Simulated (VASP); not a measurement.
A run of VASP 6.6.1 is set up as follows.

Contents of INCAR:

```
  ALGO = Fast
  EDIFF = 1E-6
  ENCUT = 520
  GGA = PS
  ISIF = 2
  ISMEAR = 0
  LASPH = True
  LCHARG = True
  LELF = True
  LREAL = False
  LVHAR = True
  LWAVE = False
  NBANDS = 21
  NELM = 80
  PREC = Accurate
  SIGMA = 0.15
```

Contents of KPOINTS:

```
k-points
0
Gamma
  24 24 12
```

File POSCAR:

```
Ru
1.0
    2.6652123442      0.0000000000      0.0000000000
   -1.3326061721      2.3081415966      0.0000000000
    0.0000000000      0.0000000000      4.2176715000
Ru
2
Direct
    0.3333333333      0.6666666667      0.2500000000
    0.6666666667      0.3333333333      0.7500000000
```

Potentials or basis: VASP PAW PBE potentials, release 64 (Ru_pv).

Launch:

```bash
$ cat potpaw_PBE.64/Ru_pv/POTCAR > POTCAR
$ mpirun -np 1 vasp_std > vasp.out
```

Problem. Estimate the band gap on the k mesh.

Solution. Zero (bands 14 and 15 overlap by 3.43 eV).

Problem. What does it give for the pressure?

Solution. 9.8 GPa.

Stress tensor (GPa, compression positive):
```
10.11  0.00  0.00
 0.00 10.11  0.00
 0.00  0.00  9.20
```

Caveat: the cell differs from its parent crystal (strain -0.015 along x and y, -0.015 along z); the cell stands under pressure; the PAW data sets were made with another functional, which shifts forces and pressure a little.
